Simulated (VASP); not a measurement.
A run of VASP 6.6.1 is set up as follows.

INCAR

```
ALGO     = Normal         # electronic algorithm
EDIFF    = 1E-6           # SCF threshold, eV
ENCUT    = 600            # plane-wave cutoff, eV
GGA      = PE             # functional
GGA_COMPAT= F            
ISIF     = 2              # what is computed and relaxed
ISMEAR   = 0              # smearing method
ISPIN    = 2              # spin polarisation
LASPH    = T              # aspherical terms in the spheres
LCHARG   = T              # write CHGCAR
LDAU     = T              # DFT+U
LDAUJ    = 0 0          
LDAUL    = 2 -1           # shell
LDAUPRINT= 1            
LDAUTYPE = 2            
LDAUU    = 6.2 0          # U, eV
LELF     = T              # ELF
LMAXMIX  = 4              # l up to which the mixer works
LORBIT   = 11             # projections on sites
LREAL    = F              # projectors in reciprocal space
LVHAR    = T            
LWAVE    = F              # write WAVECAR
MAGMOM   = 1.91 0         # initial moments
NBANDS   = 23             # bands
NELM     = 200            # most SCF steps
PREC     = Accurate       # precision mode
SIGMA    = 0.05           # smearing width, eV
```

KPOINTS

```
k-points
0
Gamma
  8 8 8
```

POSCAR

```
NiO
1.0
    0.0000000000      2.1338354365      2.1338354365
    2.1338354365      0.0000000000      2.1338354365
    2.1338354365      2.1338354365      0.0000000000
Ni O
1 1
Direct
    0.0000000000      0.0000000000      0.0000000000
    0.5000000000      0.5000000000      0.5000000000
```

Potentials or basis: VASP PAW PBE potentials, release 64 (Ni_sv_GW, O).

The run is started by

```bash
$ cat potpaw_PBE.64/Ni_sv_GW/POTCAR potpaw_PBE.64/O/POTCAR > POTCAR
$ mpirun -np 1 vasp_std > vasp.out
```

What does it give for the pressure?

-3.8 GPa.

Predict the site moments.

Ni +1.80; O +0.16 μB.

Eigenvalues of the final occupation matrices:
```tsv
site	spin	trace	eigenvalues
site 1 d	1	4.75	0.94 0.94 0.94 0.97 0.97
site 1 d	2	2.97	0.09 0.09 0.93 0.93 0.93
```

Caveat: a cell with one magnetic atom can't hold antiferromagnetic order, which such compounds often take. The state reached can hang on the start; a lower one may exist.
